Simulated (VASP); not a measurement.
Write the native input for VASP 6.6.1 that does the following.

| Item | Value |
| --- | --- |
| Task | single point |
| Functional | PBEsol |
| Potentials or basis | VASP PAW PBE potentials, release 64 (Ti_sv, H) |
| Cutoff | 520 eV |
| k mesh | 7 × 7 × 7 |
| Occupations | fermi-dirac, width 0.1 eV |
| Spin | no spin polarisation |
| Dipole correction | no |
| Further INCAR settings | ALGO = Normal; EDIFF = 1e-06; NBANDS = 14 |

The structure of TiH lies in POSCAR:

```
TiH
1.0
    0.0000000000      2.0326898488      2.0326898488
    2.0326898488      0.0000000000      2.0326898488
    2.0326898488      2.0326898488      0.0000000000
Ti H
1 1
Direct
    0.0000000000      0.0000000000      0.0000000000
    0.5000000000      0.5000000000      0.5000000000
```

One way to write it, as run:

INCAR

```
ALGO     = Normal         # electronic algorithm
EDIFF    = 1E-6           # SCF threshold, eV
ENCUT    = 520            # plane-wave cutoff, eV
GGA      = PS             # functional
ISIF     = 2              # what is computed and relaxed
ISMEAR   = -1             # smearing method
LASPH    = True           # aspherical terms in the spheres
LCHARG   = False          # write CHGCAR
LREAL    = False          # projectors in reciprocal space
LWAVE    = False          # write WAVECAR
NBANDS   = 14             # bands
NELM     = 60             # most SCF steps
PREC     = Accurate       # precision mode
SIGMA    = 0.1            # smearing width, eV
```

KPOINTS

```
k-points
0
Gamma
  7 7 7
```

Potentials or basis: VASP PAW PBE potentials, release 64 (Ti_sv, H).

The run is started by

```sh
$ cat potpaw_PBE.64/Ti_sv/POTCAR potpaw_PBE.64/H/POTCAR > POTCAR
$ mpirun -np 1 vasp_std > vasp.out
```

Results of the run:

```json
{
 "Pressure": "9.8 GPa"
}
```

Caveat: the k points lie up to 0.38 Å⁻¹ apart; the PAW data sets were made with another functional, which shifts forces and pressure a little.

It used 4.5 s of CPU time on 1 thread of Intel Xeon 6975P-C (shared host).
